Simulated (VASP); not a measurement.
Wanted: the native input for a VASP 6.6.1 run.

| Property | Result |
| --- | --- |
| Task | single point |
| Functional | PBE |
| Potentials or basis | VASP PAW PBE potentials, release 64 (In_d, Sb) |
| Cutoff | 520 eV |
| k mesh | 12 × 12 × 12 |
| Occupations | fermi-dirac, width 0.08 eV |
| Spin | no spin polarisation |
| Dipole correction | no |
| Further INCAR settings | ALGO = Normal; EDIFF = 1e-07; NBANDS = 16 |

The structure of InSb (rocksalt type) lies in POSCAR:

```
InSb
1.0
    0.0000000000      3.0751755306      3.0751755306
    3.0751755306      0.0000000000      3.0751755306
    3.0751755306      3.0751755306      0.0000000000
In Sb
1 1
Direct
    0.0000000000      0.0000000000      0.0000000000
    0.5000000000      0.5000000000      0.5000000000
```

These files were run (other wordings do the same):

INCAR

```
ALGO = Normal
EDIFF = 1E-7
ENCUT = 520
GGA = PE
ISIF = 2
ISMEAR = -1
LASPH = T
LCHARG = F
LREAL = F
LWAVE = F
NBANDS = 16
NELM = 100
PREC = Accurate
SIGMA = 0.08
```

KPOINTS

```
k-points
0
Gamma
  12 12 12
```

Potentials or basis: VASP PAW PBE potentials, release 64 (In_d, Sb).

Command:

```bash
$ cat potpaw_PBE.64/In_d/POTCAR potpaw_PBE.64/Sb/POTCAR > POTCAR
$ mpirun -np 1 vasp_std > vasp.out
```

Results of the run:

The pressure is 0.0 GPa and the band gap on the k mesh is zero (band 9 reaches 7.14 eV, above the bottom of band 10 at 4.48 eV).

Caveat: spin-orbit coupling is left out, which moves the levels of the heavy elements.

Wall time 84 s on 1 thread of AMD EPYC 9R45, with other jobs on the host, peak memory 0.19 GiB.
